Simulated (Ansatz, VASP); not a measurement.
# Re in VASP and in Ansatz

```
CELL_PARAMETERS angstrom
2.75052 0.00000 0.00000
-1.37526 2.38202 0.00000
0.00000 0.00000 4.49158
ATOMIC_POSITIONS crystal
Re 0.00000 0.00000 0.00000
Re 0.33333 0.66667 0.50000
```

Alike in both runs: task single point; functional PBEsol; k mesh 6 × 6 × 4; occupations gaussian, width 0.1 eV; no spin polarisation.

|  | VASP | Ansatz |
| --- | --- | --- |
| version | VASP 6.6.1 | Ansatz 0.2.0 |
| potentials or method | VASP PAW PBE potentials, release 64 (Re), cutoff 520 eV | scalar-relativistic, plane waves, PAW |
| valence electrons in the cell | 14 | 30 |

Ansatz gave:

- gap on the k mesh at the Fermi level (eV): none
- pressure (GPa): -3.7
- traceless stress, the component that is largest in VASP (GPa): -3.26

Problem. Which values does VASP return?

Solution. gap on the k mesh at the Fermi level (eV): none; pressure (GPa): -3.8; traceless stress, the component that is largest in VASP (GPa): -3.35.

VASP's potentials were made for PBE, not for PBEsol. A gap of «none» marks a metal or a gap that the smearing closes. VASP's potentials hold 14 valence electrons a cell and Ansatz's 30, so a difference there can come from the potentials and not from the codes.

The k mesh is coarse, so the values compare programs but aren't converged. Spin-orbit coupling is off throughout.
